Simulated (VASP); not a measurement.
Wanted: the native input for a VASP 6.6.1 run.

```yaml
Task: single point
Functional: PBEsol
Potentials_or_basis: VASP PAW PBE potentials, release 64 (W_sv)
Cutoff: 520 eV
k_mesh: 16 × 16 × 16
Occupations: gaussian, width 0.1 eV
Spin: no spin polarisation
Dipole_correction: no
Further_INCAR_settings: ALGO = Fast; EDIFF = 1e-06; NBANDS = 21
```

The structure of W lies in POSCAR:

```
W
1.0
    3.2174145348      0.0000000000      0.0000000000
    0.0000000000      3.2174145348      0.0000000000
    0.0000000000      0.0000000000      3.1164760396
W
2
Direct
    0.0000000000      0.0000000000      0.0000000000
    0.5000000000      0.5000000000      0.5000000000
```

This cell differs from its parent crystal: biaxial strain in the a-b plane: +2.0 %.

These files were run (other wordings do the same):

INCAR

```
ALGO = Fast ; EDIFF = 1E-6
ENCUT = 520 ; GGA = PS
ISIF = 2 ; ISMEAR = 0
LASPH = T ; LCHARG = T
LELF = T ; LREAL = F
LVHAR = T ; LWAVE = F
NBANDS = 21 ; NELM = 60
PREC = Accurate ; SIGMA = 0.1
```

KPOINTS

```
k-points
0
Gamma
  16 16 16
```

Potentials or basis: VASP PAW PBE potentials, release 64 (W_sv).

The run is started by

```console
$ cat potpaw_PBE.64/W_sv/POTCAR > POTCAR
$ mpirun -np 1 vasp_std > vasp.out
```

Results of the run:

```yaml
Pressure: -7.7 GPa
Band_gap_on_the_k_mesh: zero (band 14 reaches 11.75 eV, above the bottom of band 15 at 10.33 eV)
```

Caveat: the cell differs from its parent crystal (biaxial strain in the a-b plane: +2.0 %); the PAW data sets were made with another functional, which shifts forces and pressure a little; spin-orbit coupling is left out, which moves the levels of the heavy elements.

Wall time 55 s on 1 thread of Intel(R) Xeon(R) 6975P-C (Granite Rapids), on a shared host, peak memory 0.31 GiB.
